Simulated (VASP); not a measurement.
# Ag (P6_3/mmc) in VASP: a series of runs

Runs on Ag. Level: PBE. Tasks: electric field gradients, vibrations by perturbation theory.

Program: VASP 6.6.1. These are calculated values, not measurements. Logs are shortened: lines on timing, memory, paths and dates and some standing lists are left out, and cuts for length are marked.

### Step 1. The cell of the first run

The structure is hexagonal, space group P6_3/mmc (No. 194). The conventional cell has a = 2.931 Å, b = 2.931 Å, c = 4.809 Å, α = 90.00°, β = 90.00°, γ = 120.00°. Ag (site symmetry -6m2) has 12 Ag at 2.93 to 2.94 Å within 3.9 Å.

### Step 2. Electric field gradients, PBE

Input file INCAR:

```
SYSTEM = Ag
ALGO = Normal
EDIFF = 1E-8
ENCUT = 520
GGA = PE
ISIF = 2
ISMEAR = -1
LASPH = .True.
LCHARG = .False.
LEFG = .True.
LREAL = .False.
LWAVE = .False.
NBANDS = 18
NELM = 100
PREC = Accurate
SIGMA = 0.15
```

Input file KPOINTS:

```
k-points
0
Gamma
  18 18 10
  0 0 0
```

Input file POSCAR:

```
Ag
1.0
    2.9306647783      0.0000000000      0.0000000000
   -1.4653323891      2.5380301480      0.0000000000
    0.0000000000      0.0000000000      4.8093355636
Ag
2
Direct
    0.3333333333      0.6666666667      0.2500000000
    0.6666666667      0.3333333333      0.7500000000
```

Potentials or basis: VASP PAW PBE potentials, release 64 (Ag).

Launch:

```sh
$ cat potpaw_PBE.64/Ag/POTCAR > POTCAR
$ mpirun -np 1 vasp_std > vasp.out
```

OUTCAR:

```text
SYSTEM = Ag
   EDIFF = 1E-8
   ENCUT = 520
   GGA = PE
   ISIF = 2
   ISMEAR = -1
   LASPH = .True.
   LREAL = .False.
   NELM = 100
   PREC = Accurate

 ion  position               nearest neighbor table
   1  0.333  0.667  0.250-   2 2.94   2 2.94   2 2.94   2 2.94   2 2.94   2 2.94
   2  0.667  0.333  0.750-   1 2.94   1 2.94   1 2.94   1 2.94   1 2.94   1 2.94

  LATTYP: Found a hexagonal cell.
 ALAT       =     2.9306647783
 C/A-ratio  =     1.6410391251

  Lattice vectors:

 A1 = (   2.9306647783,   0.0000000000,   0.0000000000)
 A2 = (  -1.4653323891,   2.5380301480,   0.0000000000)
 A3 = (   0.0000000000,   0.0000000000,   4.8093355636)

Analysis of symmetry for initial positions (statically):
=====================================================================
 Subroutine PRICEL returns:
 Original cell was already a primitive cell.

 Routine SETGRP: Setting up the symmetry group for a
 hexagonal supercell.

 Subroutine GETGRP returns: Found 24 space group operations
 (whereof 12 operations were pure point group operations)
 out of a pool of 24 trial point group operations.

The static configuration has the point symmetry D_3d.
 The point group associated with its full space group is D_6h.

Analysis of symmetry for dynamics (positions and initial velocities):
=====================================================================
 Subroutine PRICEL returns:
 Original cell was already a primitive cell.

 Routine SETGRP: Setting up the symmetry group for a
 hexagonal supercell.

 Subroutine GETGRP returns: Found 24 space group operations
 (whereof 12 operations were pure point group operations)
 out of a pool of 24 trial point group operations.

The dynamic configuration has the point symmetry D_3d.
 The point group associated with its full space group is D_6h.

 Subroutine INISYM returns: Found 24 space group operations
 (whereof 12 operations are pure point group operations),
 and found     1 'primitive' translations

----------------------------------------------------------------------------------------

                                     Primitive cell

  volume of cell :      35.7724

[... 115 lines left out ...]
   AEXX    =    0.0000 exact exchange contribution
   IVDW    =     0    specifies the selected vdW correction
   LEPSILON=     F    determine dielectric tensor
   LRPA    =     F    only Hartree local field effects (RPA)
 non-spin polarized calculation
  energy-cutoff  :      520.00
  volume of cell :       35.77
 maximum number of plane-waves:       996
 NGX is ok and might be reduce to    24
   NGX = 11   NGY = 11   NGZ = 17

 number of electron      22.0000002 magnetization

 Free energy of the ion-electron system (eV)
  ---------------------------------------------------
  ext. energy  EPLUGINS =         0.00000000
  ---------------------------------------------------
  free energy    TOTEN  =        -5.44864478 eV

  energy without entropy =       -5.40685914  energy(sigma->0) =       -5.42775196

 E-fermi :   7.7984     XC(G=0): -11.9254

 val. band max:        7.7880551161   @ k =   0.1667   0.0556   0.2000
 cond. band min:       7.8011610444   @ k =   0.3333   0.0556   0.4000
 fundamental gap:      0.0131059282
 Fermi energy:         7.7984437365

 k-point     1 :       0.0000    0.0000    0.0000
  band No.  band energies     occupation
      1       0.3598      2.00000
      2       1.6707      2.00000
      3       3.1203      2.00000
      4       3.2258      2.00000
      5       3.2258      2.00000
      6       3.4399      2.00000
[... 481 lines left out ...]
      5       3.4398      2.00000
      6       3.6163      2.00000
[... 10 lines left out ...]
     17      18.4972      0.00000
     18      22.6510      0.00000

 [... further k-points ...]
[... 5 lines left out ...]
  --------------------------------------------------------------------------------------
  -------------------------------------------------------------------------------------
  Total       -0.0248881     -0.0248881     -0.0264702     -0.0000000      0.0000000      0.0000000
  in kB       -1.1146922     -1.1146922     -1.1855478     -0.0000000      0.0000000      0.0000000
  external PRESSURE =      -1.1383107 kB  Pullay stress =       0.0000000 kB

 VOLUME and BASIS-vectors are now :
 -----------------------------------------------------------------------------
  energy-cutoff  :      520.00
  volume of cell :       35.77
      direct lattice vectors                 reciprocal lattice vectors
     2.930664778  0.000000000  0.000000000     0.341219510  0.197003176  0.000000000
    -1.465332389  2.538030148  0.000000000     0.000000000  0.394006352  0.000000000
     0.000000000  0.000000000  4.809335564     0.000000000  0.000000000  0.207928930

 POSITION                                       TOTAL-FORCE (eV/Angst)
 -----------------------------------------------------------------------------------
     -0.00000      1.69202      1.20233         0.000000     -0.000000      0.000000
      1.46533      0.84601      3.60700        -0.000000      0.000000      0.000000
 -----------------------------------------------------------------------------------
    total drift:                                0.000000     -0.000000      0.000000

  FREE ENERGIE OF THE ION-ELECTRON SYSTEM (eV)
  ---------------------------------------------------
  free  energy   TOTEN  =        -5.4486447760 eV

  energy  without entropy=       -5.4068591409  energy(sigma->0) =       -5.42775196

 Electric field gradients (V/A^2)
---------------------------------------------------------------------
 ion       V_xx      V_yy      V_zz      V_xy      V_xz      V_yz
---------------------------------------------------------------------
   1      -0.249    -0.250     0.499    -0.001     0.000    -0.000
   2      -0.249    -0.250     0.499    -0.001    -0.000     0.000
---------------------------------------------------------------------

 Electric field gradients after diagonalization (V/A^2)
 (convention: |V_zz| > |V_xx| > |V_yy|)
----------------------------------------------------------------------
 ion       V_xx      V_yy      V_zz     asymmetry (V_yy - V_xx)/ V_zz
----------------------------------------------------------------------
   1      -0.251    -0.249     0.499       0.004
   2      -0.251    -0.249     0.499       0.004
----------------------------------------------------------------------

           NMR quadrupolar parameters

 Cq : quadrupolar parameter    Cq=e*Q*V_zz/h
 eta: asymmetry parameters     (V_yy - V_xx)/ V_zz
 Q  : nuclear electric quadrupole moment in mb (millibarn)
----------------------------------------------------------------------
 ion       Cq(MHz)       eta       Q (mb)
----------------------------------------------------------------------
   1       0.001       0.004       1.000
   2       0.001       0.004       1.000
----------------------------------------------------------------------
```

Wall time 3 min (1 thread of AMD EPYC 7R43 (Zen 3), shared host); peak memory 0.21 GiB.

Results:

```yaml
Free_energy: -5.4486 eV
Pressure: -0.1 GPa
Band_gap_on_the_k_mesh: zero (band 11 reaches 11.77 eV, above the bottom of band 12 at 4.41 eV)
```

Electric field gradients, principal values (V/Å²):
| atom | least | middle | greatest (by size) |
| --- | --- | --- | --- |
| 1 Ag | -0.249 | -0.251 | 0.499 |
| 2 Ag | -0.249 | -0.251 | 0.499 |

Caveat: without QUAD_EFG the Cq values of the log hold for a quadrupole moment of 1 mb, not for the nuclei.

### Step 3. Vibrations by perturbation theory, PBE

Input file INCAR:

```
SYSTEM = Ag
ALGO     = Normal         ! electronic algorithm
EDIFF    = 1E-8           ! SCF threshold, eV
ENCUT    = 520            ! plane-wave cutoff, eV
GGA      = PE             ! functional
IBRION   = 8              ! ionic algorithm
ISIF     = 2              ! what is computed and relaxed
ISMEAR   = -1             ! smearing method
LASPH    = .TRUE.         ! aspherical terms in the spheres
LCHARG   = .FALSE.        ! write CHGCAR
LREAL    = .FALSE.        ! projectors in reciprocal space
LWAVE    = .FALSE.        ! write WAVECAR
NBANDS   = 18             ! bands
NELM     = 100            ! most SCF steps
NSW      = 1              ! ionic steps
PREC     = Accurate       ! precision mode
SIGMA    = 0.15           ! smearing width, eV
```

Input file KPOINTS:

```
k-points
0
G
  18 18 10
  0 0 0
```

POSCAR is that of step 2.

Potentials or basis: VASP PAW PBE potentials, release 64 (Ag).

Launch:

```sh
$ cat potpaw_PBE.64/Ag/POTCAR > POTCAR
$ mpirun -np 1 vasp_std > vasp.out
```

OUTCAR:

```text
SYSTEM = Ag
   EDIFF = 1E-8
   ENCUT = 520
   GGA = PE
   IBRION = 8
   ISIF = 2
   ISMEAR = -1
   LASPH = .TRUE.
   LREAL = .FALSE.
   NELM = 100
   NSW = 1
   PREC = Accurate

 ion  position               nearest neighbor table
   1  0.333  0.667  0.250-   2 2.94   2 2.94   2 2.94   2 2.94   2 2.94   2 2.94
   2  0.667  0.333  0.750-   1 2.94   1 2.94   1 2.94   1 2.94   1 2.94   1 2.94

  LATTYP: Found a hexagonal cell.
 ALAT       =     2.9306647783
 C/A-ratio  =     1.6410391251

  Lattice vectors:

 A1 = (   2.9306647783,   0.0000000000,   0.0000000000)
 A2 = (  -1.4653323891,   2.5380301480,   0.0000000000)
 A3 = (   0.0000000000,   0.0000000000,   4.8093355636)

Analysis of symmetry for initial positions (statically):
=====================================================================
 Subroutine PRICEL returns:
 Original cell was already a primitive cell.

 Routine SETGRP: Setting up the symmetry group for a
 hexagonal supercell.

 Subroutine GETGRP returns: Found 24 space group operations
 (whereof 12 operations were pure point group operations)
 out of a pool of 24 trial point group operations.

The static configuration has the point symmetry D_3d.
 The point group associated with its full space group is D_6h.

Analysis of symmetry for dynamics (positions and initial velocities):
=====================================================================
 Subroutine PRICEL returns:
 Original cell was already a primitive cell.

 Routine SETGRP: Setting up the symmetry group for a
 hexagonal supercell.

[... 700 lines left out ...]
[... ionic steps 2 to 3 ...]

--------------------------------------- Ionic step        4  -------------------------------------------

------------------------ aborting loop because EDIFF is reached ----------------------------------------

[... ionic steps 5 to 5 ...]

--------------------------------------- Ionic step        6  -------------------------------------------

 Free energy of the ion-electron system (eV)
  ---------------------------------------------------
  ---------------------------------------------------
  free energy    TOTEN  =        -0.31493860 eV

  energy without entropy =       -0.31493859

------------------------ aborting loop because EDIFF is reached ----------------------------------------

 INTERNAL STRAIN TENSOR  FOR ION    1  DIRECTION 3   (eV/Angst):
 -----------------------------------------------------------------------------
     0.00322  0.00000  0.00000
     0.00000  0.00322  0.00000
     0.00000 -0.00000 -0.00087

 INTERNAL STRAIN TENSOR FOR ION    2 for displacements in x,y,z  (eV/Angst):
          X           Y           Z          XY          YZ          ZX
  --------------------------------------------------------------------------------
  x     0.00000    -0.00000     0.00000     0.99696     0.00000     0.00000
  y     0.99696    -0.99696     0.00000    -0.00000     0.00000     0.00000
  z    -0.00000    -0.00000     0.00000     0.00000     0.00000     0.00000

 SECOND DERIVATIVES (NOT SYMMETRIZED)
 ------------------------------------
               1X          1Y          1Z          2X          2Y          2Z
  1X    -0.821497   -0.000000    0.000000    0.821497    0.000000    0.000000
  1Y    -0.000000   -0.821497    0.000000    0.000000    0.821497    0.000000
  1Z     0.000000    0.000000   -4.755262    0.000000    0.000000    4.755262
  2X     0.821497    0.000000    0.000000   -0.821497   -0.000000    0.000000
  2Y     0.000000    0.821497    0.000000   -0.000000   -0.821497    0.000000
  2Z     0.000000    0.000000    4.755262    0.000000    0.000000   -4.755262

 Eigenvectors and eigenvalues of the dynamical matrix
 ----------------------------------------------------

   1 f  =    4.642016 THz    29.166648 2PiTHz  154.840995 cm-1    19.197828 meV
             X         Y         Z           dx          dy          dz
     -0.000000  1.692020  1.202334     0.000000    0.000000   -0.707107
      1.465332  0.846010  3.607002     0.000000    0.000000    0.707107
[... 11 lines left out ...]
   4 f  =    0.000000 THz     0.000000 2PiTHz    0.000000 cm-1     0.000000 meV
             X         Y         Z           dx          dy          dz
     -0.000000  1.692020  1.202334     0.000000    0.000000    0.707107
      1.465332  0.846010  3.607002     0.000000    0.000000    0.707107

   5 f/i=    0.000000 THz     0.000000 2PiTHz    0.000001 cm-1     0.000000 meV
             X         Y         Z           dx          dy          dz
     -0.000000  1.692020  1.202334    -0.659689   -0.254579    0.000000
      1.465332  0.846010  3.607002    -0.659689   -0.254579    0.000000

   6 f/i=    0.000000 THz     0.000000 2PiTHz    0.000001 cm-1     0.000000 meV
             X         Y         Z           dx          dy          dz
     -0.000000  1.692020  1.202334    -0.254579    0.659689    0.000000
      1.465332  0.846010  3.607002    -0.254579    0.659689    0.000000

--------------------------------------------------------------------------------------------------------

 ELASTIC MODULI CONTR FROM IONIC RELAXATION (kBar)
 Direction    XX          YY          ZZ          XY          YZ          ZX
 --------------------------------------------------------------------------------
 XX         -54.1896     54.1896     -0.0000     -0.0000      0.0000      0.0000
 YY          54.1896    -54.1896      0.0000     -0.0000      0.0000      0.0000
 ZZ          -0.0000      0.0000     -0.0000     -0.0000      0.0000      0.0000
 XY          -0.0000     -0.0000     -0.0000    -54.1896      0.0000      0.0000
 YZ           0.0000      0.0000      0.0000      0.0000      0.0000      0.0000
 ZX           0.0000      0.0000      0.0000      0.0000      0.0000      0.0000
 --------------------------------------------------------------------------------
```

OSZICAR:

```text
N       E                     dE             d eps       ncg     rms          rms(c)
DAV:   1     0.125478053117E+03    0.12548E+03   -0.11742E+04  8000   0.121E+03
[... 40 lines left out ...]
RMM:   4    -0.315019284741E+00    0.26940E-04   -0.12140E-04 19673   0.650E-02    0.598E-03
RMM:   5    -0.314986799124E+00    0.32486E-04   -0.55985E-07 20602   0.760E-03    0.309E-03
RMM:   6    -0.314949574790E+00    0.37224E-04   -0.23531E-07 20013   0.322E-03    0.364E-04
RMM:   7    -0.314943380281E+00    0.61945E-05   -0.77063E-08 20948   0.899E-04    0.229E-04
RMM:   8    -0.314939004849E+00    0.43754E-05    0.54000E-08 20354   0.315E-04    0.208E-05
RMM:   9    -0.314938586776E+00    0.41807E-06    0.20278E-08 21262   0.713E-05    0.980E-06
RMM:  10    -0.314938595270E+00   -0.84940E-08   -0.31687E-09 21069   0.159E-05    0.394E-06
 Linear response finished
```

Run time: 23 min. Hardware: 1 thread of AMD EPYC 7R43 (Zen 3), shared host; peak memory 1.1 GiB.

What came out:

```yaml
Highest_phonon_frequency_at_Γ: 155 cm⁻¹
```

Phonon frequencies in cm⁻¹ (negative: imaginary):
| q point | frequencies |
| --- | --- |
| (0.000, 0.000, 0.000) | 0 0 0 64 64 155 |
